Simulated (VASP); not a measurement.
Here is a VASP 6.6.1 calculation.

File POSCAR:

```
MoSe2
1.0
    3.2482199929      0.0000000000      0.0000000000
   -1.6241099965      2.8130410309      0.0000000000
    0.0000000000      0.0000000000     12.7413709174
Mo Se
2 4
Direct
    0.3333333333      0.6666666667      0.2500000000
    0.6666666667      0.3333333333      0.7500000000
    0.3333333333      0.6666666667      0.6199191394
    0.6666666667      0.3333333333      0.1199191394
    0.3333333333      0.6666666667      0.8800808606
    0.6666666667      0.3333333333      0.3800808606
```

Contents of INCAR.step1:

```
SYSTEM = MoSe2
  PREC = Accurate
  ENCUT = 550
  ISMEAR = 0
  SIGMA = 0.02
  LREAL = .FALSE.
  LASPH = .TRUE.
  NELM = 120
  NBANDS = 35
  GGA = PE
  ALGO = Normal
  EDIFF = 1E-5
  LWAVE = .TRUE.
  LCHARG = .FALSE.
  GGA_COMPAT = .FALSE.
```

INCAR.step2

```
SYSTEM = MoSe2
  PREC = Accurate
  ENCUT = 550
  EDIFF = 1E-6
  ISMEAR = 0
  SIGMA = 0.02
  LREAL = .FALSE.
  LASPH = .TRUE.
  NELM = 120
  ALGO = Normal
  ISIF = 2
  LWAVE = .FALSE.
  LCHARG = .FALSE.
  METAGGA = R2SCAN
  LMIXTAU = .TRUE.
  NBANDS = 35
  ISTART = 1
  GGA_COMPAT = .FALSE.
```

KPOINTS

```
Automatic mesh
0
G
  12 12 2
  0 0 0
```

Potentials or basis: VASP PAW PBE potentials, release 64 (Mo_sv, Se).

Run with:

```sh
$ cat potpaw_PBE.64/Mo_sv/POTCAR potpaw_PBE.64/Se/POTCAR > POTCAR
$ cp INCAR.step1 INCAR
$ mpirun -np 1 vasp_std > vasp.out
$ cp INCAR.step2 INCAR
$ mpirun -np 1 vasp_std > vasp.out
```

Problem. What does it give for the largest force?

Solution. 0.256 eV/Å.

Problem. Predict the pressure.

Solution. 6.9 GPa.

Forces in eV/Å, atoms in the order of the input:
```
Mo   0.000  0.000  0.000
Mo   0.000  0.000  0.000
Se   0.000  0.000 -0.256
Se   0.000  0.000 -0.256
Se   0.000  0.000  0.256
Se   0.000  0.000  0.256
```

Caveat: the PAW data sets were made with another functional, which shifts forces and pressure a little.
